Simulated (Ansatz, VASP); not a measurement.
Ga: VASP beside Ansatz

File INCAR:

```
  ALGO = Fast
  EDIFF = 1E-6
  ENCUT = 520
  ISIF = 2
  ISMEAR = -1
  LASPH = T
  LCHARG = T
  LELF = T
  LREAL = F
  LVHAR = T
  LWAVE = F
  NBANDS = 34
  NELM = 100
  PREC = Accurate
  SIGMA = 0.05
```

File KPOINTS:

```
k-points
0
Gamma
  7 7 6
```

File POSCAR:

```
Ga
1.0
    2.2615000000     -3.8305000000      0.0000000000
    2.2615000000      3.8305000000      0.0000000000
    0.0000000000      0.0000000000      4.5240000000
Ga
4
Direct
    0.3451000000      0.6549000000      0.4190000000
    0.1549000000      0.8451000000      0.9190000000
    0.6549000000      0.3451000000      0.5810000000
    0.8451000000      0.1549000000      0.0810000000
```

input.yaml

```yaml
crystal:
  lattice:
    - [2.2615, -3.8305, 0.0]
    - [2.2615, 3.8305, 0.0]
    - [0.0, 0.0, 4.524]
  atoms:
    - { symbol: Ga, position: [0.3451, 0.6549, 0.419] }
    - { symbol: Ga, position: [0.1549, 0.8451, 0.919] }
    - { symbol: Ga, position: [0.6549, 0.3451, 0.581] }
    - { symbol: Ga, position: [0.8451, 0.1549, 0.081] }
hamiltonian:
  xc: lda
  pseudopotentials: { kind: paw }
kpoints:
  mp_grid: { grid: [7, 7, 6] }
scf:
  occupations: { method: fermi_dirac, width: 0.05 }
output:
  forces: true
  stress: true
  eigenvalues: true
```

Alike in both runs: task single point; functional LDA; k mesh 7 × 7 × 6; occupations fermi-dirac, width 0.05 eV; no spin polarisation.

|  | VASP | Ansatz |
| --- | --- | --- |
| version | VASP 6.6.1 | Ansatz 0.2.0 |
| potentials or method | VASP PAW LDA potentials, release 64 (Ga_d) | Ansatz PAW |
| plane-wave cutoff (eV) | 520 | 420 |
| valence electrons in the cell | 52 | 52 |

```csv
,VASP,Ansatz,Ansatz less VASP
gap on the k mesh at the Fermi level (eV),none,none,-
pressure (GPa),-3.6,-3.7,-0.07
"traceless stress, the component that is largest in VASP (GPa)",-0.73,-0.70,+0.031
rms of the force components (eV/Å),0.080,0.080,-0.0007
```

LDA's correlation is that of Perdew and Zunger in VASP and of Perdew and Wang (1992) in Ansatz. Atom by atom the forces differ by 0.001 eV/Å (rms over components). A gap of «none» marks a metal or a gap that the smearing closes.
